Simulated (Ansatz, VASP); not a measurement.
Two plane-wave programs on SnSe

INCAR

```
ALGO     = Normal         # electronic algorithm
EDIFF    = 1E-7           # SCF threshold, eV
ENCUT    = 520            # plane-wave cutoff, eV
GGA      = PE             # functional
ISIF     = 2              # what is computed and relaxed
ISMEAR   = 0              # smearing method
IVDW     = 12             # dispersion correction
LASPH    = True           # aspherical terms in the spheres
LCHARG   = True           # write CHGCAR
LELF     = True           # ELF
LREAL    = False          # projectors in reciprocal space
LVHAR    = True         
LWAVE    = False          # write WAVECAR
NBANDS   = 17             # bands
NELM     = 80             # most SCF steps
PREC     = Accurate       # precision mode
SIGMA    = 0.05           # smearing width, eV
```

KPOINTS

```
k-points
0
Gamma
  10 10 10
```

POSCAR

```
SnSe
1.0
    0.0000000000      2.8991057745      2.9439373071
    2.8991057745      0.0000000000      2.9439373071
    2.8991057745      2.8991057745      0.0000000000
Sn Se
1 1
Direct
    0.0000000000      0.0000000000      0.0000000000
    0.5000000000      0.5000000000      0.5000000000
```

Input for Ansatz:

```yaml
crystal:
  lattice:
    - [0.0, 2.8991057745, 2.9439373071]
    - [2.8991057745, 0.0, 2.9439373071]
    - [2.8991057745, 2.8991057745, 0.0]
  atoms:
    - { symbol: Sn, position: [0.0, 0.0, 0.0] }
    - { symbol: Se, position: [0.5, 0.5, 0.5] }
basis:
  ecutwfc: 420
kpoints:
  mp_grid: { grid: [10, 10, 10] }
hamiltonian:
  xc: pbe
  dispersion: d3bj
scf:
  occupations: { method: gaussian, width: 0.05 }
output:
  forces: true
  stress: true
  eigenvalues: true
```

Change from the starting cell: strain -0.030 along x and y, -0.015 along z, atoms carried along.

Alike in both runs: task single point; functional PBE; dispersion D3(BJ); k mesh 10 × 10 × 10; occupations gaussian, width 0.05 eV; no spin polarisation.

|  | VASP | Ansatz |
| --- | --- | --- |
| version | VASP 6.6.1 | Ansatz 0.2.0 |
| potentials or method | VASP PAW PBE potentials, release 64 (Sn_d, Se), cutoff 520 eV | scalar-relativistic, plane waves, PAW |
| valence electrons in the cell | 20 | 30 |

Ansatz gave:

```
gap on the k mesh at the Fermi level (eV)                     : 0.31
least direct gap on the mesh (eV)                             : 0.50
pressure (GPa)                                                : 4.8
traceless stress, the component that is largest in VASP (GPa) : -1.83
```

Question: Estimate VASP's values.

Answer: gap on the k mesh at the Fermi level (eV): 0.31; least direct gap on the mesh (eV): 0.51; pressure (GPa): 4.8; traceless stress, the component that is largest in VASP (GPa): -1.84.

VASP's potentials hold 20 valence electrons a cell and Ansatz's 30, so a difference there can come from the potentials and not from the codes.
